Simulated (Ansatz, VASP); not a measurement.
One calculation of Cr3SbMo, two programs

```xyz
5
Lattice="4.1929 0.0000 0.0000 0.0000 4.1929 0.0000 0.0000 0.0000 4.1929" Properties=species:S:1:pos:R:3 pbc="T T T"
Cr    0.0000    2.0964    2.0964
Cr    2.0964    0.0000    2.0964
Cr    2.0964    2.0964    0.0000
Sb    0.0000    0.0000    0.0000
Mo    2.0964    2.0964    2.0964
```

Alike in both runs: task single point; functional PBE; k mesh 4 × 4 × 4; occupations gaussian, width 0.1 eV; collinear spin.

```csv
,VASP,Ansatz
version,VASP 6.6.1,Ansatz 0.2.0
potentials or method,"VASP PAW PBE potentials, release 64 (Cr_pv, Sb, Mo_sv), cutoff 520 eV","scalar-relativistic, plane waves, PAW"
valence electrons in the cell,55,71
```

Ansatz gave:

| Item | Value |
| --- | --- |
| gap on the k mesh at the Fermi level (eV) | none |
| net moment per atom (μB) | 0.80 |
| size of the moment on the site where the two differ most (μB) | 1.25 |

Task: What did VASP give for the same quantities?

Result: gap on the k mesh at the Fermi level (eV): none; net moment per atom (μB): 0.81; size of the moment on the site where the two differ most (μB): 1.43.

Site moments also hang on the region over which each program counts them. A gap of «none» marks a metal or a gap that the smearing closes. VASP's potentials hold 55 valence electrons a cell and Ansatz's 71, so a difference there can come from the potentials and not from the codes.

The k mesh is coarse, so the values compare programs but aren't converged. Neither program's run includes spin-orbit coupling.
